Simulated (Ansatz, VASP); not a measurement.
# Ti3Se in VASP and in Ansatz

Contents of INCAR:

```
PREC     = Accurate       # precision mode
ENCUT    = 520            # plane-wave cutoff, eV
EDIFF    = 1E-6           # SCF threshold, eV
ISMEAR   = -1             # smearing method
SIGMA    = 0.05           # smearing width, eV
LREAL    = F              # projectors in reciprocal space
LASPH    = T              # aspherical terms in the spheres
NELM     = 60             # most SCF steps
ALGO     = Normal         # electronic algorithm
ISIF     = 2              # what is computed and relaxed
LWAVE    = F              # write WAVECAR
LCHARG   = F              # write CHGCAR
NBANDS   = 29             # bands
```

Contents of KPOINTS:

```
regular mesh
0
Gamma
  10 10 4
```

File POSCAR:

```
Ti3Se
1.0
    3.1974455988      0.0000000000      0.0000000000
   -1.5987227994      2.7690691158      0.0000000000
    0.0000000000      0.0000000000      7.9427450000
Se Ti
1 3
Direct
    0.0000000000      0.0000000000      0.0000000000
    0.6666666667      0.3333333333      0.5000000000
    0.3333333333      0.6666666667      0.7729020000
    0.3333333333      0.6666666667      0.2270980000
```

File input.yaml:

```yaml
crystal:
  lattice:
    - [3.1974455988, 0.0, 0.0]
    - [-1.5987227994, 2.7690691158, 0.0]
    - [0.0, 0.0, 7.942745]
  atoms:
    - { symbol: Se, position: [0.0, 0.0, 0.0] }
    - { symbol: Ti, position: [0.6666666667, 0.3333333333, 0.5] }
    - { symbol: Ti, position: [0.3333333333, 0.6666666667, 0.772902] }
    - { symbol: Ti, position: [0.3333333333, 0.6666666667, 0.227098] }
kpoints:
  mp_grid: { grid: [10, 10, 4] }
  band_path:
    path:
      - [0.0, 0.0, 0.0]
      - [0.5, 0.0, 0.0]
      - [0.3333333333, 0.3333333333, 0.0]
      - [0.0, 0.0, 0.0]
      - [0.0, 0.0, 0.5]
      - [0.5, 0.0, 0.5]
      - [0.3333333333, 0.3333333333, 0.5]
      - [0.0, 0.0, 0.5]
    npoints: 10
scf:
  occupations: { method: fermi_dirac, width: 0.05 }
hamiltonian:
  xc: lda
  pseudopotentials: { kind: all_electron, lapw: { basis_error: 0.002 } }
output:
  forces: true
  stress: true
  eigenvalues: true
```

Alike in both runs: functional LDA; k mesh 10 × 10 × 4; occupations fermi-dirac, width 0.05 eV; no spin polarisation.

|  | VASP | Ansatz |
| --- | --- | --- |
| version | VASP 6.6.1 | Ansatz 0.2.0 |
| potentials or method | VASP PAW LDA potentials, release 64 (Se, Ti_sv), cutoff 520 eV | all-electron LAPW, scalar-relativistic |
| task | single point | band structure |

Ansatz gave:

| Property | Result |
| --- | --- |
| gap on the k mesh at the Fermi level (eV) | none |
| pressure (GPa) | -8.0 |
| traceless stress, the component that is largest in VASP (GPa) | -1.00 |
| rms of the force components (eV/Å) | 0.045 |

**Question.** Which values does VASP return?

**Answer.** gap on the k mesh at the Fermi level (eV): none; pressure (GPa): -7.8; traceless stress, the component that is largest in VASP (GPa): -0.99; rms of the force components (eV/Å): 0.035.

LDA's correlation is that of Perdew and Zunger in VASP and of Perdew and Wang (1992) in Ansatz. Atom by atom the forces differ by 0.010 eV/Å (rms over components). A gap of «none» marks a metal or a gap that the smearing closes. Ansatz ran all-electron here, and VASP with PAW potentials.
